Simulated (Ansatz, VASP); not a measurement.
## Two plane-wave programs on Si7Ge

Contents of INCAR:

```
PREC = Accurate ; ENCUT = 520
EDIFF = 1E-6 ; ISMEAR = 0
SIGMA = 0.03 ; LREAL = F
LASPH = T ; NELM = 60
ALGO = Normal ; ISIF = 2
LWAVE = F ; LCHARG = F
GGA = PS ; NBANDS = 31
```

Contents of KPOINTS:

```
regular mesh
0
Gamma
  6 6 6
```

POSCAR

```
Si7Ge
1.0
    5.4591768144      0.0000000000      0.0000000000
    0.0000000000      5.0497385533      0.0000000000
    0.0000000000      0.0000000000      5.4591768144
Si Ge
7 1
Direct
    0.2525976817      0.2525976817      0.2525976817
    0.0000000000      0.5000000000      0.5000000000
    0.5000000000      0.5000000000      0.0000000000
    0.5000000000      0.0000000000      0.5000000000
    0.7474023183      0.2525976817      0.7474023183
    0.7474023183      0.7474023183      0.2525976817
    0.2525976817      0.7474023183      0.7474023183
    0.0000000000      0.0000000000      0.0000000000
```

Input for Ansatz:

```yaml
crystal:
  lattice:
    - [5.4591768144, 0.0, 0.0]
    - [0.0, 5.0497385533, 0.0]
    - [0.0, 0.0, 5.4591768144]
  atoms:
    - { symbol: Si, position: [0.2525976817, 0.2525976817, 0.2525976817] }
    - { symbol: Si, position: [0.0, 0.5, 0.5] }
    - { symbol: Si, position: [0.5, 0.5, 0.0] }
    - { symbol: Si, position: [0.5, 0.0, 0.5] }
    - { symbol: Si, position: [0.7474023183, 0.2525976817, 0.7474023183] }
    - { symbol: Si, position: [0.7474023183, 0.7474023183, 0.2525976817] }
    - { symbol: Si, position: [0.2525976817, 0.7474023183, 0.7474023183] }
    - { symbol: Ge, position: [0.0, 0.0, 0.0] }
basis:
  ecutwfc: 420
kpoints:
  mp_grid: { grid: [6, 6, 6] }
hamiltonian:
  xc: pbesol
scf:
  occupations: { method: gaussian, width: 0.03 }
output:
  forces: true
  stress: true
  eigenvalues: true
  write_density: true
  write_potential: true
  elf: true
  volumetric_format: npy
```

Change from the starting cell: strain -0.0750 x Voigt [0, 1, 0, 0, 0, 0], atoms carried along.

Alike in both runs: task single point; functional PBEsol; k mesh 6 × 6 × 6; occupations gaussian, width 0.03 eV; no spin polarisation.

|  | VASP | Ansatz |
| --- | --- | --- |
| version | VASP 6.6.1 | Ansatz 0.2.0 |
| potentials or method | VASP PAW PBE potentials, release 64 (Si, Ge_d), cutoff 520 eV | scalar-relativistic, plane waves, PAW |
| valence electrons in the cell | 42 | 42 |

Ansatz gave:

```
gap on the k mesh at the Fermi level (eV)                     : none
pressure (GPa)                                                : 8.0
traceless stress, the component that is largest in VASP (GPa) : 3.67
rms of the force components (eV/Å)                            : 0.013
```

**Question.** Estimate VASP's values.

**Answer.** gap on the k mesh at the Fermi level (eV): none; pressure (GPa): 8.1; traceless stress, the component that is largest in VASP (GPa): 3.65; rms of the force components (eV/Å): 0.013.

VASP's potentials were made for PBE, not for PBEsol. Atom by atom the forces differ by 0.004 eV/Å (rms over components). A gap of «none» marks a metal or a gap that the smearing closes.
